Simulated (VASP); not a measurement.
Input of a VASP 6.6.1 run:

INCAR

```
PREC = Accurate
ENCUT = 520
EDIFF = 1E-8
ISMEAR = -1
SIGMA = 0.05
LREAL = False
LASPH = True
NELM = 60
ALGO = Normal
ISIF = 2
LWAVE = False
LCHARG = False
GGA = PE
LEFG = True
NBANDS = 11
```

KPOINTS

```
regular mesh
0
Gamma
  12 12 9
```

POSCAR

```
MgB2
1.0
    3.0850007055      0.0000000000      0.0000000000
   -1.5425003528      2.6716889817      0.0000000000
    0.0000000000      0.0000000000      3.5230000000
Mg B
1 2
Direct
    0.0000000000      0.0000000000      0.0000000000
    0.3333333333      0.6666666667      0.5000000000
    0.6666666667      0.3333333333      0.5000000000
```

Potentials or basis: VASP PAW PBE potentials, release 64 (Mg, B).

Run with:

```sh
$ cat potpaw_PBE.64/Mg/POTCAR potpaw_PBE.64/B/POTCAR > POTCAR
$ mpirun -np 1 vasp_std > vasp.out
```

Task: Estimate the band gap on the k mesh.

Result: Zero (band 4 reaches 7.05 eV, above the bottom of band 5 at 3.35 eV).

Task: Predict the pressure.

Result: -1.3 GPa.

Stress tensor (GPa, compression positive):
```
-1.42  0.00  0.00
 0.00 -1.42  0.00
 0.00  0.00 -1.04
```

Caveat: without QUAD_EFG the Cq values of the log hold for a quadrupole moment of 1 mb, not for the nuclei.
